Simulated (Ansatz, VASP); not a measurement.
## Two plane-wave programs on MgO

File INCAR:

```
ALGO = Normal
EDIFF = 1E-6
ENCUT = 520
GGA = PE
ISIF = 2
ISMEAR = 0
LASPH = True
LCHARG = True
LELF = True
LREAL = False
LVHAR = True
LWAVE = False
NBANDS = 16
NELM = 60
PREC = Accurate
SIGMA = 0.02
```

File KPOINTS:

```
k-points
0
Gamma
  9 9 6
```

File POSCAR:

```
MgO
1.0
    3.4863778627      0.0000000000      0.0000000000
   -1.7431889314      3.0192917963      0.0000000000
    0.0000000000      0.0000000000      4.1780412200
Mg O
2 2
Direct
    0.6666666700      0.3333333300      0.7500000000
    0.3333333300      0.6666666700      0.2500000000
    0.6666666700      0.3333333300      0.2500000000
    0.3462407089      0.6666666700      0.7500000000
```

Input for Ansatz:

```yaml
crystal:
  lattice:
    - [3.4863778627, 0.0, 0.0]
    - [-1.7431889314, 3.0192917963, 0.0]
    - [0.0, 0.0, 4.17804122]
  atoms:
    - { symbol: Mg, position: [0.66666667, 0.33333333, 0.75] }
    - { symbol: Mg, position: [0.33333333, 0.66666667, 0.25] }
    - { symbol: O, position: [0.66666667, 0.33333333, 0.25] }
    - { symbol: O, position: [0.3462407089, 0.66666667, 0.75] }
basis:
  ecutwfc: 420
kpoints:
  mp_grid: { grid: [9, 9, 6] }
hamiltonian:
  xc: pbe
scf:
  occupations: { method: gaussian, width: 0.02 }
output:
  forces: true
  stress: true
  eigenvalues: true
```

Change from the starting cell: one atom moved.

Alike in both runs: task single point; functional PBE; k mesh 9 × 9 × 6; occupations gaussian, width 0.02 eV; no spin polarisation.

|  | VASP | Ansatz |
| --- | --- | --- |
| version | VASP 6.6.1 | Ansatz 0.2.0 |
| potentials or method | VASP PAW PBE potentials, release 64 (Mg, O), cutoff 520 eV | scalar-relativistic, plane waves, PAW |
| valence electrons in the cell | 16 | 32 |

```csv
,VASP,Ansatz,Ansatz less VASP
gap on the k mesh at the Fermi level (eV),3.43,3.45,+0.017
least direct gap on the mesh (eV),3.43,3.45,+0.017
pressure (GPa),4.1,4.6,+0.55
"traceless stress, the component that is largest in VASP (GPa)",-1.54,-1.52,+0.019
rms of the force components (eV/Å),0.175,0.173,-0.0019
```

Atom by atom the forces differ by 0.002 eV/Å (rms over components). The functional is the same, so the differences come from potentials, cutoffs and numerics. VASP's potentials hold 16 valence electrons a cell and Ansatz's 32, so a difference there can come from the potentials and not from the codes.
